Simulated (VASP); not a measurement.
Sn4As:

```
Sn As
1.0
    -3.19427    3.19427    3.19427
     3.19427   -3.19427    3.19427
     3.19427    3.19427   -3.19427
Sn As
4 1
Direct
  0.00000 0.00000 0.50000
  0.50000 0.00000 0.00000
  0.50000 0.50000 0.50000
  0.00000 0.50000 0.00000
  0.00000 0.00000 0.00000
```

The cell was generated, and may not be a known phase.

```yaml
Program: VASP 6.6.1
Task: relaxation of cell and atoms
Functional: PBE
Potentials_or_basis: VASP PAW PBE potentials, release 64 (Sn_d, As)
Cutoff: 600 eV
k_mesh: 4 × 4 × 4
Occupations: gaussian, width 0.1 eV
Spin: no spin polarisation
```

At the start: pressure 10.6 GPa; volume 26.07 Å³/atom.

Question: Where does the relaxation end?

Answer: Over 3 steps the energy falls by 139.4 meV/atom and the volume is 30.95 Å³/atom (+18.7 %); space group Im-3m (No. 229, to 0.1 Å) before and after.

Step by step:
```
step  energy change (eV)  largest force (eV/Å)  pressure (GPa)  volume (Å³)
   1              0.0000                0.0000           10.63       130.37
   2             -0.6102                0.0000           -2.37       165.82
   3             -0.6968                0.0000            0.03       154.75
```

Final structure:
```cif
data_structure
_symmetry_space_group_name_H-M 'P 1'
_symmetry_Int_Tables_number 1
_cell_length_a 5.8580
_cell_length_b 5.8580
_cell_length_c 5.8580
_cell_angle_alpha 109.471
_cell_angle_beta 109.471
_cell_angle_gamma 109.471
_cell_volume 154.75
loop_
_atom_site_label
_atom_site_type_symbol
_atom_site_fract_x
_atom_site_fract_y
_atom_site_fract_z
_atom_site_occupancy
Sn1 Sn 0.00000 0.00000 0.50000 1
Sn2 Sn 0.50000 0.00000 0.00000 1
Sn3 Sn 0.50000 0.50000 0.50000 1
Sn4 Sn 0.00000 0.50000 0.00000 1
As1 As 0.00000 0.00000 0.00000 1
```

Caveat: the volume moved by over 15 % at a fixed basis, so the end points are rough.
